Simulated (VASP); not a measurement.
# Te8HPd4 (a cell with a defect) in VASP: a series of runs

The runs below take Te8HPd4 (a cell with a defect) through single point, with PBEsol.

All numbers are computed with VASP 6.6.1; they aren't measurements. Logs are shortened: lines on timing, memory, paths and dates and some standing lists are left out, and cuts for length are marked.

## 1. The cell of the first run

The cell holds a defect, 13 atoms: a = 6.507 Å, b = 6.507 Å, c = 8.048 Å, α = 71.99°, β = 71.99°, γ = 64.77°.

## 2. Single point, PBEsol

INCAR reads:

```
SYSTEM = Te8HPd4
  PREC = Accurate
  ENCUT = 520
  EDIFF = 1E-6
  ISMEAR = -1
  SIGMA = 0.05
  LREAL = .FALSE.
  LASPH = .TRUE.
  NELM = 100
  ALGO = Normal
  ISIF = 2
  LWAVE = .FALSE.
  LCHARG = .TRUE.
  GGA = PS
  LELF = .TRUE.
  LVHAR = .TRUE.
  NBANDS = 56
```

KPOINTS reads:

```
Automatic mesh
0
G
  3 3 2
  0 0 0
```

POSCAR reads:

```
Te8HPd4
1.0
   -2.0120000000      3.4848860000      5.1130000000
    4.0240000000      0.0000000000      5.1130000000
    4.0240000000      6.9697720000      0.0000000000
Te Pd H
8 4 1
Direct
    0.3057332261      0.9983935096      0.1792245945
    0.1742344277      0.5239075633      0.0613955352
    0.3328288793      0.9599933386      0.6931258724
    0.0888879244      0.5588140119      0.6291935686
    0.7781238088      0.4587821173      0.3911644789
    0.6343750594      0.0372854139      0.3235651377
    0.7943108945      0.4827280259      0.8989701649
    0.6924859866      0.0675374830      0.8189888105
    0.0415814833     -0.0255048160      0.0158532117
   -0.0144601106      0.0481585264      0.5172754341
    0.4649150594      0.4841168201      0.2497820615
    0.5050484471      0.5260878721      0.7068041447
    0.1321546010      0.5596506014      0.3596324645
```

Potentials or basis: VASP PAW PBE potentials, release 64 (Te, Pd, H).

Started as:

```
cat potpaw_PBE.64/Te/POTCAR potpaw_PBE.64/Pd/POTCAR potpaw_PBE.64/H/POTCAR > POTCAR
mpirun -np 1 vasp_std > vasp.out
```

OUTCAR:

```text
SYSTEM = Te8HPd4
   PREC = Accurate
   ENCUT = 520
   EDIFF = 1E-6
   ISMEAR = -1
   LREAL = .FALSE.
   LASPH = .TRUE.
   NELM = 100
   ISIF = 2
   GGA = PS

 ion  position               nearest neighbor table
   1  0.306  0.998  0.179-   9 2.54   6 2.86  10 2.88  11 2.97   2 3.05   8 3.25
   2  0.174  0.524  0.061-   9 2.62  11 2.66  12 3.00   1 3.05   5 3.14   7 3.27   4 3.61   3 3.65

   3  0.333  0.960  0.693-  12 2.53   9 2.70  10 2.79   6 3.04   8 3.21   4 3.46   2 3.65   7 3.65

   4  0.089  0.559  0.629-  13 2.10   7 2.49  10 2.86  12 2.87  11 3.29   3 3.46   5 3.53   2 3.61
                             8 3.65
   5  0.778  0.459  0.391-  10 2.47  11 2.55  12 2.65   2 3.14   6 3.37   6 3.48   4 3.53   8 3.64

   6  0.634  0.037  0.324-  11 2.57   1 2.86   9 2.99   3 3.04  10 3.17   5 3.37   5 3.48
   7  0.794  0.483  0.899-   4 2.49  12 2.66  11 2.97   9 2.98   2 3.27   8 3.32   8 3.45   3 3.65

   8  0.692  0.068  0.819-  10 2.58  12 2.67   9 2.91   3 3.21   1 3.25   7 3.32   7 3.45   5 3.64
                             4 3.65
   9  0.042  0.974  0.016-   1 2.54   2 2.62   3 2.70   8 2.91   7 2.98   6 2.99
  10  0.986  0.048  0.517-   5 2.47   8 2.58   3 2.79   4 2.86   1 2.88   6 3.17
  11  0.465  0.484  0.250-  13 1.97   5 2.55   6 2.57   2 2.66   7 2.97   1 2.97   4 3.29
  12  0.505  0.526  0.707-   3 2.53   5 2.65   7 2.66   8 2.67   4 2.87   2 3.00
  13  0.132  0.560  0.360-  11 1.97   4 2.10

  LATTYP: Found a base centered monoclinic cell.
 ALAT       =    10.9892515866
 B/A-ratio  =     0.6342353965
 C/A-ratio  =     0.7323519302
 COS(beta)  =    -0.3661759651

  Lattice vectors:

 A1 = (   2.0120000000,  -3.4848860000,  -5.1130000000)
 A2 = (  -4.0240000000,   0.0000000000,  -5.1130000000)
 A3 = (   4.0240000000,   6.9697720000,   0.0000000000)

Analysis of symmetry for initial positions (statically):
=====================================================================
 Subroutine PRICEL returns:
 Original cell was already a primitive cell.

 Routine SETGRP: Setting up the symmetry group for a
 base centered monoclinic supercell.

 Subroutine GETGRP returns: Found  1 space group operations
 (whereof  1 operations were pure point group operations)
 out of a pool of  4 trial point group operations.

The static configuration has the point symmetry C_1 .

Analysis of symmetry for dynamics (positions and initial velocities):
=====================================================================
 Subroutine PRICEL returns:
 Original cell was already a primitive cell.

 Routine SETGRP: Setting up the symmetry group for a
 base centered monoclinic supercell.

 Subroutine GETGRP returns: Found  1 space group operations
 (whereof  1 operations were pure point group operations)
 out of a pool of  4 trial point group operations.

The dynamic configuration has the point symmetry C_1 .

 Subroutine INISYM returns: Found  1 space group operations
 (whereof  1 operations are pure point group operations),
 and found     1 'primitive' translations

----------------------------------------------------------------------------------------

                                     Primitive cell

  volume of cell :     286.8021

  direct lattice vectors                    reciprocal lattice vectors
    -2.012000000  3.484886000  5.113000000    -0.124254473  0.071738358  0.097789947
     4.024000000  0.000000000  5.113000000     0.124254473 -0.071738358  0.097789947
     4.024000000  6.969772000  0.000000000     0.062127237  0.107607537 -0.048894974

  length of vectors
     6.506561568  6.506561688  8.047999611     0.173633061  0.173633061  0.133528626

  position of ions in fractional coordinates (direct lattice)
     0.305733226  0.998393510  0.179224594
     0.174234428  0.523907563  0.061395535
     0.332828879  0.959993339  0.693125872
     0.088887924  0.558814012  0.629193569
     0.778123809  0.458782117  0.391164479
     0.634375059  0.037285414  0.323565138
     0.794310895  0.482728026  0.898970165
     0.692485987  0.067537483  0.818988811
     0.041581483  0.974495184  0.015853212
     0.985539889  0.048158526  0.517275434
     0.464915059  0.484116820  0.249782061
     0.505048447  0.526087872  0.706804145
     0.132154601  0.559650601  0.359632465

  ion indices of the primitive-cell ions
   primitive index   ion index
                 1           1
                 2           2
                 3           3
                 4           4
                 5           5
                 6           6
                 7           7
                 8           8
                 9           9
                10          10
                11          11
                12          12
                13          13

----------------------------------------------------------------------------------------

 KPOINTS: Automatic mesh

Automatic generation of k-mesh.
 Grid dimensions read from file:
 generate k-points for:    3    3    2

 Generating k-lattice:

  Cartesian coordinates                     Fractional coordinates (reciprocal lattice)
    -0.041418158  0.023912786  0.032596649     0.333333333 -0.000000000 -0.000000000
     0.041418158 -0.023912786  0.032596649    -0.000000000  0.333333333  0.000000000
     0.031063618  0.053803769 -0.024447487     0.000000000  0.000000000  0.500000000

  Length of vectors
     0.057877687  0.057877687  0.066764313

  Shift w.r.t. Gamma in fractional coordinates (k-lattice)
     0.000000000  0.000000000  0.000000000

 Subroutine IBZKPT returns following result:
 ===========================================

 Found     10 irreducible k-points:

 Following reciprocal coordinates:
            Coordinates               Weight
  0.000000  0.000000  0.000000      1.000000
  0.333333 -0.000000  0.000000      2.000000
  0.000000 -0.333333  0.000000      2.000000
  0.333333  0.333333  0.000000      2.000000
 -0.333333  0.333333 -0.000000      2.000000
  0.000000  0.000000  0.500000      1.000000
  0.333333 -0.000000  0.500000      2.000000
  0.000000 -0.333333  0.500000      2.000000
  0.333333  0.333333  0.500000      2.000000
 -0.333333  0.333333  0.500000      2.000000
   k-points           NKPTS =     10   k-points in BZ     NKDIM =     10   number of bands    NBANDS=     56
   number of dos      NEDOS =    301   number of ions     NIONS =     13
   total plane-waves  NPLWV = 138240
   dimension x,y,z NGX =    48 NGY =   48 NGZ =   60
   dimension x,y,z NGXF=    96 NGYF=   96 NGZF=  120
   ions per type =               8   4   1
   NGX,Y,Z   is equivalent  to a cutoff of  12.26, 12.26, 12.39 a.u.
   NGXF,Y,Z  is equivalent  to a cutoff of  24.53, 24.53, 24.79 a.u.
 SYSTEM =  Te8HPd4
   PREC   = accura    normal or accurate (medium, high low for compatibility)
   ISTART =      0    job   : 0-new  1-cont  2-samecut
   ICHARG =      2    charge: 1-file 2-atom 10-const
   ISPIN  =      1    spin polarized calculation?
   LNONCOLLINEAR =      F non collinear calculations
   LSORBIT =      F    spin-orbit coupling
   LASPH  =      T    aspherical Exc in radial PAW
   ENCUT  =  520.0 eV  38.22 Ry    6.18 a.u.  12.10 12.10 14.96*2*pi/ulx,y,z
   NELM   =    100;   NELMIN=  2; NELMDL= -5     # of ELM steps
   EDIFF  = 0.1E-05   stopping-criterion for ELM
   LREAL  =      F    real-space projection
   EDIFFG = 0.1E-04   stopping-criterion for IOM
   NSW    =      0    number of steps for IOM
   IBRION =     -1    ionic relax: 0-MD 1-quasi-New 2-CG
   NFREE  =      0    steps in history (QN), initial steepest desc. (CG)
   ISIF   =      2    stress and relaxation
   ISYM   =      2    0-nonsym 1-usesym 2-fastsym
   POTIM  = 0.5000    time-step for ionic-motion
   TEBEG  =    0.0;   TEEND  =   0.0 temperature during run
   PSTRESS=    0.0 pullay stress
   NELECT =      89.0000    total number of electrons
   NUPDOWN=      -1.0000    fix difference up-down
   EMIN   =  10.00;   EMAX   =-10.00  energy-range for DOS
   EFERMI =   0.00;   METHOD = LEGACY
   ISMEAR =    -1;   SIGMA  =   0.05  broadening in eV -4-tet -1-fermi 0-gaus
   EFERMI_NEDOS =   21; number of points for ismear=-14 and -15
   IALGO  =     38    algorithm
   IMIX   =      4    mixing-type and parameters
     AMIX     =   0.40;   BMIX     =  1.00
     AMIX_MAG =   1.60;   BMIX_MAG =  1.00
  volume/ion in A,a.u.               =      22.06       148.88
  Fermi-wavevector in a.u.,A,eV,Ry     =   1.108351  2.094480 16.713973  1.228442
  Thomas-Fermi vector in A             =   2.244877
   LORBIT       =      0    0 simple, 1 ext, 2 COOP (PROOUT), +10 PAW based schemes
   GGA     = PS    functional components
   LHFCALC =     F    Hartree Fock is set to
   AEXX    =    0.0000 exact exchange contribution
   IVDW    =     0    specifies the selected vdW correction
   LEPSILON=     F    determine dielectric tensor
   LRPA    =     F    only Hartree local field effects (RPA)
 non-spin polarized calculation
  energy-cutoff  :      520.00
  volume of cell :      286.80
 maximum number of plane-waves:      7743
   NGX = 25   NGY = 25   NGZ = 29

 number of electron      89.0000002 magnetization

 Free energy of the ion-electron system (eV)
  ---------------------------------------------------
  ext. energy  EPLUGINS =         0.00000000
  ---------------------------------------------------
  free energy    TOTEN  =       -56.06053786 eV

  energy without entropy =      -56.00501952  energy(sigma->0) =      -56.03277869

 E-fermi :   8.4448     XC(G=0): -10.7813

 val. band max:        8.4378593135   @ k =   0.0000  -0.3333   0.0000
 cond. band min:       8.4551182742   @ k =   0.3333   0.3333   0.5000
 fundamental gap:      0.0172589607
 Fermi energy:         8.4448380719

 k-point     1 :       0.0000    0.0000    0.0000
  band No.  band energies     occupation
      1      -5.8203      2.00000
      2      -4.5606      2.00000
      3      -3.6444      2.00000
      4      -3.3263      2.00000
      5      -3.1039      2.00000
      6      -2.7963      2.00000
[... 579 lines left out ...]
     55      12.4428      0.00000
     56      12.7661      0.00000

------------------------ aborting loop because EDIFF is reached ----------------------------------------

  FORCE on cell =-STRESS in cart. coord.  units (eV):
  Direction    XX          YY          ZZ          XY          YZ          ZX
  --------------------------------------------------------------------------------------
  -------------------------------------------------------------------------------------
  Total        7.6297181      7.0922795      8.4963714      2.2579381     -2.1443424     -1.5088052
  in kB       42.6222865     39.6199654     47.4637163     12.6136354    -11.9790504     -8.4287161
  external PRESSURE =      43.2353227 kB  Pullay stress =       0.0000000 kB

 VOLUME and BASIS-vectors are now :
 -----------------------------------------------------------------------------
  energy-cutoff  :      520.00
  volume of cell :      286.80
      direct lattice vectors                 reciprocal lattice vectors
    -2.012000000  3.484886000  5.113000000    -0.124254473  0.071738358  0.097789947
     4.024000000  0.000000000  5.113000000     0.124254473 -0.071738358  0.097789947
     4.024000000  6.969772000  0.000000000     0.062127237  0.107607537 -0.048894974

 POSITION                                       TOTAL-FORCE (eV/Angst)
 -----------------------------------------------------------------------------------
      4.12360      2.31460      6.66800        -0.237096      0.890760     -1.299250
      2.00470      1.03510      3.56960         0.252546     -0.198695      0.584200
      5.98250      5.99080      6.61020         0.764175     -0.338057      0.289923
      4.60170      4.69510      3.31170        -2.689594     -1.642735      4.185183
      1.85460      5.43800      6.32430         0.729306     -0.291430      0.663666
      0.17570      4.46590      3.43420        -0.725177      0.806316      1.263137
      3.96180      9.03370      6.52950         2.021735      1.906015     -3.164962
      2.17410      8.12140      3.88600         0.101519      0.045310     -0.159264
      3.90150      0.25540      5.19520         0.870518     -1.704326     -0.691900
      0.29240      7.03979      5.28530        -1.829122      0.360289     -0.825682
      2.01780      3.36110      4.85240         1.063765     -1.023697      0.050583
      3.94500      6.68630      5.27220         0.240192      0.619770     -1.313609
      3.43330      2.96710      3.53720        -0.562767      0.570481      0.417974
 -----------------------------------------------------------------------------------
    total drift:                               -0.000272     -0.000510      0.000096

  FREE ENERGIE OF THE ION-ELECTRON SYSTEM (eV)
  ---------------------------------------------------
  free  energy   TOTEN  =       -56.0605378634 eV

  energy  without entropy=      -56.0050195153  energy(sigma->0) =      -56.03277869
```

Run time: 2.7 min. Hardware: 1 thread of Intel Xeon Platinum 8375C at 2.90GHz (Ice Lake), shared host; peak memory 0.44 GiB.

What came out:

| Quantity | Value |
| --- | --- |
| Free energy | -56.0605 eV |
| Pressure | 4.3 GPa |
| Largest force | 5.239 eV/Å |
| Band gap on the k mesh | zero (an odd number of electrons rules out a gap without spin polarisation) |

Forces in eV/Å, atoms in the order of the input:
```
Te  -0.237  0.891 -1.299
Te   0.253 -0.199  0.584
Te   0.764 -0.338  0.290
Te  -2.690 -1.643  4.185
Te   0.729 -0.291  0.664
Te  -0.725  0.806  1.263
Te   2.022  1.906 -3.165
Te   0.102  0.045 -0.159
Pd   0.871 -1.704 -0.692
Pd  -1.829  0.360 -0.826
Pd   1.064 -1.024  0.051
Pd   0.240  0.620 -1.314
H   -0.563  0.570  0.418
```

Stress tensor (GPa, compression positive):
```
 4.26  1.26 -0.84
 1.26  3.96 -1.20
-0.84 -1.20  4.75
```

Caveat: the k points lie up to 0.42 Å⁻¹ apart, too coarse for converged energies and pressures of a metal; the atoms stand as in a frame of molecular dynamics; the PAW data sets were made with another functional, which shifts forces and pressure a little; spin-orbit coupling is left out, which moves the levels of the heavy elements.

## 3. Single point, PBEsol

INCAR reads:

```
PREC = Accurate
ENCUT = 520
EDIFF = 1E-6
ISMEAR = -1
SIGMA = 0.05
LREAL = False
LASPH = True
NELM = 80
ALGO = Normal
ISIF = 2
LWAVE = False
LCHARG = False
GGA = PS
NBANDS = 56
```

KPOINTS reads:

```
regular mesh
0
Gamma
  3 3 2
```

POSCAR reads:

```
Te8HPd4
1.0
   -2.0120000000      3.4848860000      5.1130000000
    4.0240000000      0.0000000000      5.1130000000
    4.0240000000      6.9697720000      0.0000000000
Te Pd H
8 4 1
Direct
    0.3316381626      0.9798423772      0.1878653721
    0.1812560438      0.5464185113      0.0713715385
    0.3381839100      0.9523109071      0.6753546065
    0.0996562873      0.5855969887      0.6068504392
    0.7719281516      0.4550423158      0.4092269290
    0.6339674218      0.0489193374      0.3065087075
    0.8173201106      0.4612834490      0.9240664672
    0.6852836942      0.0713758012      0.8004658471
    0.0292231579     -0.0060469405     -0.0094607649
   -0.0190016824      0.0614425195      0.5042802974
    0.4669355419      0.4639269654      0.2543817598
    0.4873200447      0.5324726407      0.7038315169
    0.1965345834      0.4519496724      0.3803136432
```

Potentials or basis: VASP PAW PBE potentials, release 64 (Te, Pd, H).

Started as:

```
cat potpaw_PBE.64/Te/POTCAR potpaw_PBE.64/Pd/POTCAR potpaw_PBE.64/H/POTCAR > POTCAR
mpirun -np 1 vasp_std > vasp.out
```

OUTCAR:

```text
PREC = Accurate
   ENCUT = 520
   EDIFF = 1E-6
   ISMEAR = -1
   LREAL = False
   LASPH = True
   NELM = 80
   ISIF = 2
   GGA = PS

 ion  position               nearest neighbor table
   1  0.332  0.980  0.188-   6 2.68   9 2.84  10 2.86  11 3.00   2 3.28   8 3.31
   2  0.181  0.546  0.071-  11 2.50   9 2.58  12 3.02   7 3.25   5 3.27   1 3.28   3 3.64
   3  0.338  0.952  0.675-  12 2.44   9 2.71  10 2.79   6 3.04   8 3.18   4 3.59   2 3.64   4 3.66

   4  0.100  0.586  0.607-  13 2.07  12 2.72   7 2.76  10 2.76  11 3.16   5 3.50   8 3.59   3 3.59
                             3 3.66
   5  0.772  0.455  0.409-  10 2.34  12 2.56  11 2.62   2 3.27   8 3.42   6 3.46   4 3.50   6 3.51
[... 5 lines left out ...]
   8  0.685  0.071  0.800-  10 2.56  12 2.67   9 2.88   3 3.18   1 3.31   5 3.42   7 3.48   7 3.56
[... 811 lines left out ...]
    -2.012000000  3.484886000  5.113000000    -0.124254473  0.071738358  0.097789947
     4.024000000  0.000000000  5.113000000     0.124254473 -0.071738358  0.097789947
     4.024000000  6.969772000  0.000000000     0.062127237  0.107607537 -0.048894974

 POSITION                                       TOTAL-FORCE (eV/Angst)
 -----------------------------------------------------------------------------------
      4.03160      2.46510      6.70560        -0.203384     -1.069932     -2.225916
      2.12130      1.12910      3.72060        -0.207548     -1.724802     -0.212193
      5.86930      5.88560      6.59830         1.673544     -0.129471      0.939833
      4.59790      4.57690      3.50370        -0.806122     -0.402401      1.038709
      1.92470      5.54230      6.27350         1.497674     -1.703077      1.720444
      0.15470      4.34560      3.49160        -2.281925      2.108987      0.645128
      3.93020      9.28880      6.53750         0.376412      0.011033     -0.971081
      2.12950      7.96720      3.86880         0.385641      0.202398     -0.346411
      7.92680      7.00567      5.23150         0.823942     -0.539641     -0.153790
      0.30270      6.93339      5.33000        -3.258732      1.425752     -1.354946
      1.95100      3.40020      4.75950         2.190058     -0.347465      1.924435
      3.99440      6.60380      5.21420        -0.143392      1.847238     -1.583463
      2.95360      3.33560      3.31570        -0.046168      0.321379      0.579251
 -----------------------------------------------------------------------------------
    total drift:                               -0.000481      0.000046      0.000199

  FREE ENERGIE OF THE ION-ELECTRON SYSTEM (eV)
  ---------------------------------------------------
  free  energy   TOTEN  =       -56.4495468352 eV

  energy  without entropy=      -56.4118310781  energy(sigma->0) =      -56.43068896
```

stdout:

```text
POSCAR found type information on POSCAR TePdH
 POSCAR found :  3 types and      13 ions
 scaLAPACK will be used
 -----------------------------------------------------------------------------
|                                                                             |
|                                                                             |
|     You enforced a specific xc type in the INCAR file but a different       |
|     I HOPE YOU KNOW WHAT YOU ARE DOING!                                     |
|                                                                             |
 -----------------------------------------------------------------------------

 LDA part: xc-table for (Slater+PW92), standard interpolation
 POSCAR, INCAR and KPOINTS ok, starting setup
 FFT: planning ... GRIDC
 FFT: planning ... GRID_SOFT
 FFT: planning ... GRID
 WAVECAR not read
 entering main loop
```

Run time: 2.7 min. Hardware: 1 thread of Intel Xeon Platinum 8375C at 2.90GHz (Ice Lake), shared host; peak memory 0.43 GiB.

What came out:

- Free energy: -56.4495 eV
- Pressure: 6.2 GPa
- Largest force: 3.806 eV/Å
- Band gap on the k mesh: zero (an odd number of electrons rules out a gap without spin polarisation)

Forces in eV/Å, atoms in the order of the input:
```
Te  -0.203 -1.070 -2.226
Te  -0.208 -1.725 -0.212
Te   1.674 -0.129  0.940
Te  -0.806 -0.402  1.039
Te   1.498 -1.703  1.720
Te  -2.282  2.109  0.645
Te   0.376  0.011 -0.971
Te   0.386  0.202 -0.346
Pd   0.824 -0.540 -0.154
Pd  -3.259  1.426 -1.355
Pd   2.190 -0.347  1.924
Pd  -0.143  1.847 -1.583
H   -0.046  0.321  0.579
```

Stress tensor (GPa, compression positive):
```
 7.67 -1.99  2.57
-1.99  6.47 -1.09
 2.57 -1.09  4.47
```

Caveat: the k points lie up to 0.42 Å⁻¹ apart, too coarse for converged energies and pressures of a metal; the atoms stand as in a frame of molecular dynamics; the PAW data sets were made with another functional, which shifts forces and pressure a little; spin-orbit coupling is left out, which moves the levels of the heavy elements.
